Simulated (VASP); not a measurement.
Here is a VASP 6.6.1 calculation.

The input INCAR:

```
SYSTEM = KCl
PREC = Accurate
ENCUT = 520
EDIFF = 1E-7
ISMEAR = 0
SIGMA = 0.01
LREAL = .False.
LASPH = .True.
NELM = 100
ALGO = Normal
ISIF = 2
LWAVE = .False.
LCHARG = .False.
GGA = PE
NBANDS = 15
```

Contents of KPOINTS:

```
regular mesh
0
Gamma
  4 4 4
  0 0 0
```

File POSCAR:

```
KCl
1.0
    0.0000000000      3.5072828430      3.5072828430
    3.5072828430      0.0000000000      3.5072828430
    3.5072828430      3.5072828430      0.0000000000
K Cl
1 1
Direct
    0.0000000000      0.0000000000      0.0000000000
    0.2500000000      0.2500000000      0.2500000000
```

Potentials or basis: VASP PAW PBE potentials, release 64 (K_sv, Cl).

Run with:

```console
$ cat potpaw_PBE.64/K_sv/POTCAR potpaw_PBE.64/Cl/POTCAR > POTCAR
$ mpirun -np 1 vasp_std > vasp.out
```

Task: What does it give for the pressure?

Result: 0.3 GPa.

Task: Estimate the band gap on the k mesh.

Result: 4.77 eV (least direct gap 4.81 eV).

A k mesh can miss the band edges.
